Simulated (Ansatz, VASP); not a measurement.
**Ge: VASP beside Ansatz**

```
Ge
1.0
     0.00000    2.88574    5.11566
     2.63050    0.00000    5.11566
     2.63050    2.88574    0.00000
Ge
4
Direct
  0.78187 0.78187 0.21813
  0.21813 0.21813 0.78187
  0.27351 0.72649 0.27351
  0.72649 0.27351 0.72649
```

Alike in both runs: task single point; functional PBEsol; k mesh 6 × 6 × 6; no spin polarisation.

|  | VASP | Ansatz |
| --- | --- | --- |
| version | VASP 6.6.1 | Ansatz 0.2.0 |
| potentials or method | VASP PAW PBE potentials, release 64 (Ge_d) | plane waves, PAW |
| plane-wave cutoff (eV) | 520 | 420 |
| occupations | methfessel-paxton of order 1, width 0.3 eV | cold, width 0.3 eV |
| valence electrons in the cell | 56 | 56 |

Ansatz gave:

| Property | Result |
| --- | --- |
| pressure (GPa) | -3.3 |
| traceless stress, the component that is largest in VASP (GPa) | 1.23 |

Question: Estimate VASP's values.

Answer: Pressure (GPa): -3.5; traceless stress, the component that is largest in VASP (GPa): 1.57.

VASP's potentials were made for PBE, not for PBEsol.
